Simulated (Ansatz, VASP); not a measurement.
**BaTe in VASP and in Ansatz**

Contents of INCAR:

```
ALGO = Normal ; EDIFF = 1E-7
ENCUT = 520 ; GGA = PS
ISIF = 2 ; ISMEAR = -1
LASPH = T ; LCHARG = F
LREAL = F ; LWAVE = F
NBANDS = 15 ; NELM = 100
PREC = Accurate ; SIGMA = 0.05
```

KPOINTS

```
k-points
0
Gamma
  10 10 10
```

Contents of POSCAR:

```
BaTe
1.0
    0.0000000000      3.4213289869      3.4213289869
    3.4213289869      0.0000000000      3.4213289869
    3.4213289869      3.4213289869      0.0000000000
Ba Te
1 1
Direct
    0.0000000000      0.0000000000      0.0000000000
    0.5000000000      0.5000000000      0.5000000000
```

Input for Ansatz:

```yaml
crystal:
  lattice:
    - [0.0, 3.4213289869, 3.4213289869]
    - [3.4213289869, 0.0, 3.4213289869]
    - [3.4213289869, 3.4213289869, 0.0]
  atoms:
    - { symbol: Ba, position: [0.0, 0.0, 0.0] }
    - { symbol: Te, position: [0.5, 0.5, 0.5] }
kpoints:
  mp_grid: { grid: [10, 10, 10] }
  band_path:
    path:
      - [0.0, 0.0, 0.0]
      - [0.5, 0.0, 0.5]
      - [0.625, 0.25, 0.625]
      - [0.375, 0.375, 0.75]
      - [0.0, 0.0, 0.0]
      - [0.5, 0.5, 0.5]
      - [0.5, 0.25, 0.75]
      - [0.5, 0.0, 0.5]
    npoints: 5
scf:
  occupations: { method: fermi_dirac, width: 0.05 }
hamiltonian:
  xc: pbesol
  pseudopotentials: { kind: all_electron, lapw: { basis_error: 0.00025 } }
output:
  forces: true
  stress: true
  eigenvalues: true
```

Change from the starting cell: volume scaled by 1.01.

Alike in both runs: task single point; functional PBEsol; k mesh 10 × 10 × 10; occupations fermi-dirac, width 0.05 eV; no spin polarisation.

```csv
,VASP,Ansatz
version,VASP 6.6.1,Ansatz 0.2.0
potentials or method,"VASP PAW PBE potentials, release 64 (Ba_sv, Te), cutoff 520 eV","all-electron LAPW, scalar-relativistic"
```

VASP gave:

```
pressure (GPa) : 2.0
```

What did Ansatz give for the same quantities?

Pressure (GPa): 1.5.

VASP's potentials were made for PBE, not for PBEsol. Ansatz ran all-electron here, and VASP with PAW potentials.

Spin-orbit coupling is off throughout.
